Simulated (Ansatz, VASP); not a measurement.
# SnO: VASP beside Ansatz

File INCAR:

```
SYSTEM = SnO
  ALGO = Normal
  EDIFF = 1E-6
  ENCUT = 520
  GGA = PE
  ISIF = 2
  ISMEAR = -1
  LASPH = .TRUE.
  LCHARG = .FALSE.
  LREAL = .FALSE.
  LWAVE = .FALSE.
  NBANDS = 28
  NELM = 80
  PREC = Accurate
  SIGMA = 0.02
```

File KPOINTS:

```
k-points
0
G
  6 6 6
  0 0 0
```

The input POSCAR:

```
SnO
1.0
    3.6788104198      0.0000000000      0.0000000000
    0.0000000000      3.6788104198      0.0000000000
    0.0000000000      0.0000000000      4.8616843151
Sn O
2 2
Direct
    0.0000000000      0.5000000000      0.2438341314
    0.5000000000      0.0000000000      0.7561658686
    0.5000000000      0.5000000000      0.0000000000
    0.0000000000      0.0000000000      0.0000000000
```

Input for Ansatz:

```yaml
crystal:
  lattice:
    - [3.6788104198, 0.0, 0.0]
    - [0.0, 3.6788104198, 0.0]
    - [0.0, 0.0, 4.8616843151]
  atoms:
    - { symbol: Sn, position: [0.0, 0.5, 0.2438341314] }
    - { symbol: Sn, position: [0.5, 0.0, 0.7561658686] }
    - { symbol: O, position: [0.5, 0.5, 0.0] }
    - { symbol: O, position: [0.0, 0.0, 0.0] }
kpoints:
  mp_grid: { grid: [6, 6, 6] }
  band_path:
    path:
      - [0.0, 0.0, 0.0]
      - [0.0, 0.5, 0.0]
      - [0.5, 0.5, 0.0]
      - [0.0, 0.0, 0.5]
      - [0.0, 0.5, 0.5]
      - [0.5, 0.5, 0.5]
    npoints: 1
hamiltonian:
  xc: pbe
scf:
  occupations: { method: fermi_dirac, width: 0.02 }
  n_extra_bands: 5
output:
  forces: true
  stress: true
  eigenvalues: true
```

Change from the starting cell: epitaxial_xy strain -3.0%.

Alike in both runs: task single point; functional PBE; k mesh 6 × 6 × 6; occupations fermi-dirac, width 0.02 eV; no spin polarisation.

|  | VASP | Ansatz |
| --- | --- | --- |
| version | VASP 6.6.1 | Ansatz 0.2.0 |
| potentials or method | VASP PAW PBE potentials, release 64 (Sn_d, O) | plane waves, PAW |
| plane-wave cutoff (eV) | 520 | 420 |
| valence electrons in the cell | 40 | 40 |

```tsv
	VASP	Ansatz	Ansatz less VASP
pressure (GPa)	10.2	9.9	-0.31
traceless stress, the component that is largest in VASP (GPa)	-4.54	-4.59	-0.048
rms of the force components (eV/Å)	0.260	0.220	-0.0398
```

Atom by atom the forces differ by 0.040 eV/Å (rms over components). The functional is the same, so the differences come from potentials, cutoffs and numerics.
